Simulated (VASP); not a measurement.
Wanted: the native input for a VASP 6.6.1 run.

```
Task                   : relaxation of cell and atoms
Functional             : PBEsol
Potentials or basis    : VASP PAW PBE potentials, release 64 (W_sv, S)
Cutoff                 : 600 eV
k mesh                 : 12 × 12 × 4
Occupations            : gaussian, width 0.02 eV
Spin                   : no spin polarisation
Dipole correction      : no
Further INCAR settings : ALGO = Normal; EDIFF = 1e-06; IBRION = 2; EDIFFG = -0.005; NSW = 70; ISIF = 3
```

The structure of WS2 (Tungstenite) lies in POSCAR:

```
WS2
1.0
    3.1537892984      0.0000000000      0.0000000000
   -1.5768946492      2.7312616506      0.0000000000
    0.0000000000      0.0000000000     12.1432922937
W S
2 4
Direct
    0.3333333333      0.6666666667      0.2500000000
    0.6666666667      0.3333333333      0.7500000000
    0.3333333333      0.6666666667      0.6203061927
    0.6666666667      0.3333333333      0.1203061927
    0.3333333333      0.6666666667      0.8796938073
    0.6666666667      0.3333333333      0.3796938073
```

These files were run (other wordings do the same):

INCAR

```
SYSTEM = WS2
ALGO     = Normal         ! electronic algorithm
EDIFF    = 1E-6           ! SCF threshold, eV
EDIFFG   = -0.005         ! ionic threshold
ENCUT    = 600            ! plane-wave cutoff, eV
GGA      = PS             ! functional
IBRION   = 2              ! ionic algorithm
ISIF     = 3              ! what is computed and relaxed
ISMEAR   = 0              ! smearing method
LASPH    = .TRUE.         ! aspherical terms in the spheres
LCHARG   = .FALSE.        ! write CHGCAR
LREAL    = .FALSE.        ! projectors in reciprocal space
LWAVE    = .FALSE.        ! write WAVECAR
NELM     = 100            ! most SCF steps
NSW      = 70             ! ionic steps
PREC     = Accurate       ! precision mode
SIGMA    = 0.02           ! smearing width, eV
```

KPOINTS

```
k-points
0
G
  12 12 4
  0 0 0
```

Potentials or basis: VASP PAW PBE potentials, release 64 (W_sv, S).

Run with:

```console
$ cat potpaw_PBE.64/W_sv/POTCAR potpaw_PBE.64/S/POTCAR > POTCAR
$ mpirun -np 1 vasp_std > vasp.out
```

Results of the run:

```yaml
Relaxed_volume: 18.12 Å³/atom
Relaxed_cell: a = 3.147 Å, b = 3.147 Å, c = 12.682 Å, α = 90.00°, β = 90.00°, γ = 120.00°
Space_group_after_relaxing_to_0.05_Å: P6_3/mmc (No. 194)
Energy_gained_by_relaxing: 4.2 meV/atom
Ionic_steps: 34
Pressure_after_relaxing: 0.0 GPa
Band_gap_on_the_k_mesh: 1.11 eV, indirect (least direct gap 1.87 eV)
```

Caveat: the PAW data sets were made with another functional, which shifts forces and pressure a little; spin-orbit coupling is left out, which moves the levels of the heavy elements; this functional lacks dispersion, which binds the layers, so the pressure and a relaxed spacing across them are unreliable.

Run time: 42 min on 1 thread of Intel(R) Xeon(R) Platinum 8488C (Sapphire Rapids), with other jobs on the host, peak memory 0.4 GiB.
